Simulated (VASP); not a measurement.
AlN, 4 atoms in the cell. Symmetry: P6_3/mmc, No. 194, hexagonal system. Conventional cell: a = 3.362 Å, b = 3.362 Å, c = 4.125 Å, α = 90.00°, β = 90.00°, γ = 120.00°. Within 2.6 Å of Al (site symmetry -6m2) lie 5 N at 1.94 to 2.06 Å. N (site symmetry -6m2) has 5 Al at 1.94 to 2.06 Å within 2.6 Å.  This cell differs from its parent crystal: strain +0.015 along x and y, -0.015 along z.

```yaml
Program: VASP 6.6.1
Task: single point
Functional: LDA
Potentials_or_basis: VASP PAW LDA potentials, release 64 (Al, N)
Cutoff: 600 eV
k_mesh: 9 × 9 × 6
Occupations: gaussian, width 0.05 eV
Spin: no spin polarisation
Dipole_correction: no
Further_INCAR_settings: ALGO = Normal; EDIFF = 1e-06; NBANDS = 16
```

Potentials or basis: VASP PAW LDA potentials, release 64 (Al, N).

The run is started by

```bash
$ cat potpaw_LDA.64/Al/POTCAR potpaw_LDA.64/N/POTCAR > POTCAR
$ mpirun -np 1 vasp_std > vasp.out
```

Hardware: 1 thread of Intel(R) Xeon(R) Platinum 8375C CPU @ 2.90GHz (Ice Lake) (shared host).

How long does it take, and how much memory?

It took 25 s on 1 thread of Intel(R) Xeon(R) Platinum 8375C CPU @ 2.90GHz (Ice Lake), with other jobs on the host, peak memory 0.16 GiB. Counts: scf iterations 13, k points 48.
